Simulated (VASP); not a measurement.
# W in VASP: notebook, part 2 of 2

VASP 6.6.1. The steps go on from the part before.

## (4) Electric field gradients, PBE (z stretched by -1.5 % at fixed volume)

INCAR reads:

```
  ALGO = Normal
  EDIFF = 1E-8
  ENCUT = 520
  GGA = PE
  ISIF = 2
  ISMEAR = -1
  LASPH = T
  LCHARG = F
  LEFG = T
  LREAL = F
  LWAVE = F
  NBANDS = 13
  NELM = 100
  PREC = Accurate
  SIGMA = 0.05
```

KPOINTS reads:

```
k-points
0
Gamma
  14 14 14
```

POSCAR reads:

```
W
1.0
    0.0000000000      2.0453984507      1.9995500000
    2.0453984507      0.0000000000      1.9995500000
    2.0453984507      2.0453984507      0.0000000000
W
1
Direct
    0.0000000000      0.0000000000      0.0000000000
```

Potentials or basis: VASP PAW PBE potentials, release 64 (W_sv).

Command:

```sh
cat potpaw_PBE.64/W_sv/POTCAR > POTCAR
mpirun -np 1 vasp_std > vasp.out
```

OUTCAR:

```text
EDIFF = 1E-8
   ENCUT = 520
   GGA = PE
   ISIF = 2
   ISMEAR = -1
   LASPH = T
   LREAL = F
   NELM = 100
   PREC = Accurate

 ion  position               nearest neighbor table
   1  0.000  0.000  0.000-

  LATTYP: Found a body centered tetragonal cell.
 ALAT       =     2.8926302294
 C/A-ratio  =     1.3825133815

  Lattice vectors:

 A1 = (   0.0000000000,  -2.0453984507,  -1.9995500000)
 A2 = (   0.0000000000,   2.0453984507,  -1.9995500000)
 A3 = (   2.0453984507,   0.0000000000,   1.9995500000)

Analysis of symmetry for initial positions (statically):
=====================================================================
 Subroutine PRICEL returns:
 Original cell was already a primitive cell.

 Routine SETGRP: Setting up the symmetry group for a
 body centered tetragonal supercell.

 Subroutine GETGRP returns: Found 16 space group operations
 (whereof 16 operations were pure point group operations)
 out of a pool of 16 trial point group operations.

The static configuration has the point symmetry D_4h.

Analysis of symmetry for dynamics (positions and initial velocities):
=====================================================================
 Subroutine PRICEL returns:
 Original cell was already a primitive cell.

 Routine SETGRP: Setting up the symmetry group for a
 body centered tetragonal supercell.

 Subroutine GETGRP returns: Found 16 space group operations
 (whereof 16 operations were pure point group operations)
 out of a pool of 16 trial point group operations.

The dynamic configuration has the point symmetry D_4h.

 Subroutine INISYM returns: Found 16 space group operations
[... 154 lines left out ...]
      3     -27.1472      2.00000
      4     -27.1260      2.00000
      5       1.3354      2.00000
      6       9.6001      1.99999
      7       9.6001      1.99999
      8       9.8873      1.99800
      9      12.5125      0.00000
     10      12.9395      0.00000
     11      22.9961      0.00000
     12      27.8674      0.00000
     13      27.8674      0.00000
[... 354 lines left out ...]
  band No.  band energies     occupation
      1     -63.4265      2.00000
      2     -27.6896      2.00000
      3     -27.3068      2.00000
      4     -27.2750      2.00000
      5       4.0636      2.00000
      6       8.0286      2.00000
      7      10.0363      1.96128
      8      10.6825      0.00025
      9      12.1538      0.00000
     10      13.6784      0.00000
     11      24.6219      0.00000
     12      27.6868      0.00000
     13      29.7080      0.00000

 [... further k-points ...]
[... 5 lines left out ...]
  --------------------------------------------------------------------------------------
  -------------------------------------------------------------------------------------
  Total       -0.1815597     -0.1815597     -0.9735472      0.0000000     -0.0000000     -0.0000000
  in kB      -17.3864887    -17.3864887    -93.2286688      0.0000000     -0.0000000     -0.0000000
  external PRESSURE =     -42.6672154 kB  Pullay stress =       0.0000000 kB

 VOLUME and BASIS-vectors are now :
 -----------------------------------------------------------------------------
  energy-cutoff  :      520.00
  volume of cell :       16.73
      direct lattice vectors                 reciprocal lattice vectors
     0.000000000  2.045398451  1.999550000    -0.244451148  0.244451148  0.250056263
     2.045398451  0.000000000  1.999550000     0.244451148 -0.244451148  0.250056263
     2.045398451  2.045398451  0.000000000     0.244451148  0.244451148 -0.250056263

 POSITION                                       TOTAL-FORCE (eV/Angst)
 -----------------------------------------------------------------------------------
      0.00000      0.00000      0.00000        -0.000000      0.000000     -0.000000
 -----------------------------------------------------------------------------------
    total drift:                                0.000000     -0.000000      0.000000

  FREE ENERGIE OF THE ION-ELECTRON SYSTEM (eV)
  ---------------------------------------------------
  free  energy   TOTEN  =       -12.4800295152 eV

  energy  without entropy=      -12.4694540976  energy(sigma->0) =      -12.47474181

 Electric field gradients (V/A^2)
---------------------------------------------------------------------
 ion       V_xx      V_yy      V_zz      V_xy      V_xz      V_yz
---------------------------------------------------------------------
   1      -7.031    -7.031    14.061     0.000    -0.000    -0.000
---------------------------------------------------------------------

 Electric field gradients after diagonalization (V/A^2)
 (convention: |V_zz| > |V_xx| > |V_yy|)
----------------------------------------------------------------------
 ion       V_xx      V_yy      V_zz     asymmetry (V_yy - V_xx)/ V_zz
----------------------------------------------------------------------
   1      -7.031    -7.030    14.061       0.000
----------------------------------------------------------------------

           NMR quadrupolar parameters

 Cq : quadrupolar parameter    Cq=e*Q*V_zz/h
 eta: asymmetry parameters     (V_yy - V_xx)/ V_zz
 Q  : nuclear electric quadrupole moment in mb (millibarn)
----------------------------------------------------------------------
 ion       Cq(MHz)       eta       Q (mb)
----------------------------------------------------------------------
   1       0.034       0.000       1.000
----------------------------------------------------------------------
```

OSZICAR:

```text
N       E                     dE             d eps       ncg     rms          rms(c)
DAV:   1     0.860604010672E+02    0.86060E+02   -0.74788E+03  6368   0.121E+03
DAV:   2    -0.113527352911E+02   -0.97413E+02   -0.93818E+02  7024   0.316E+02
DAV:   3    -0.131139070208E+02   -0.17612E+01   -0.17465E+01  7064   0.407E+01
DAV:   4    -0.131219920808E+02   -0.80851E-02   -0.80844E-02  7104   0.305E+00
DAV:   5    -0.131220639769E+02   -0.71896E-04   -0.71894E-04  7144   0.272E-01    0.183E+01
DAV:   6    -0.126092251576E+02    0.51284E+00   -0.44809E-01  6779   0.880E+00    0.698E+00
DAV:   7    -0.124842500392E+02    0.12498E+00   -0.21343E-01  7119   0.571E+00    0.613E-01
DAV:   8    -0.124801423366E+02    0.41077E-02   -0.41622E-03  6414   0.836E-01    0.922E-02
DAV:   9    -0.124800293074E+02    0.11303E-03   -0.14531E-04  7427   0.139E-01    0.353E-02
DAV:  10    -0.124800290702E+02    0.23712E-06   -0.12848E-05  6749   0.458E-02    0.222E-03
DAV:  11    -0.124800296736E+02   -0.60341E-06   -0.23818E-07  6754   0.602E-03    0.505E-04
DAV:  12    -0.124800295087E+02    0.16499E-06   -0.54703E-09  5232   0.101E-03    0.146E-04
DAV:  13    -0.124800295235E+02   -0.14892E-07   -0.63860E-10  3552   0.356E-04    0.372E-05
DAV:  14    -0.124800295152E+02    0.83398E-08   -0.11434E-10  3332   0.153E-04
   1 F= -.12480030E+02 E0= -.12474742E+02  d E =-.105754E-01
```

stdout:

```text
POSCAR found type information on POSCAR W
 POSCAR found :  1 types and       1 ions
 scaLAPACK will be used
 LDA part: xc-table for (Slater+PW92), standard interpolation
 POSCAR, INCAR and KPOINTS ok, starting setup
 FFT: planning ... GRIDC
 FFT: planning ... GRID_SOFT
 FFT: planning ... GRID
 WAVECAR not read
 entering main loop
ion   1
```

It took 84 s on 1 thread of AMD EPYC 7R43 (Zen 3), shared host; peak memory 0.14 GiB.

What came out:

```
Free energy            : -12.4800 eV
Pressure               : -4.3 GPa
Band gap on the k mesh : zero (band 7 reaches 13.47 eV, above the bottom of band 8 at 9.74 eV)
```

Stress tensor (GPa, compression positive):
```
-1.74  0.00  0.00
 0.00 -1.74  0.00
 0.00  0.00 -9.32
```

Electric field gradients, principal values (V/Å²):
```tsv
atom	least	middle	greatest (by size)
1 W	-7.030	-7.031	14.061
```

Caveat: without QUAD_EFG the Cq values of the log hold for a quadrupole moment of 1 mb, not for the nuclei; spin-orbit coupling is left out, which moves the levels of the heavy elements.

## (5) Overview

| level | spin | cell | gap on the mesh (eV) | pressure (GPa) |
| --- | --- | --- | --- | --- |
| r2SCAN | off | a = 2.871 Å, angles 60.0°, 1 atom | none | -7.9 |
| PBE | non-collinear, zero start, SOC | a = 2.871 Å, angles 60.0°, 1 atom | - | -3.0 |
| PBE | off | a = 2.860, b = 2.860, c = 2.893 Å, angles 59.6, 59.6, 60.7°, 1 atom | none | -4.3 |

Alike in all rows: task electric field gradients; potentials or basis VASP PAW PBE potentials, release 64 (W_sv); k mesh 14 × 14 × 14; cutoff (eV) 520; smearing fermi-dirac 0.05 eV.

Caveats: spin-orbit coupling is left out, which moves the levels of the heavy elements (some runs); the PAW data sets were made with another functional, which shifts forces and pressure a little (some runs).

Total energies depend on the potentials used, so only differences within one code and one set of settings carry meaning.
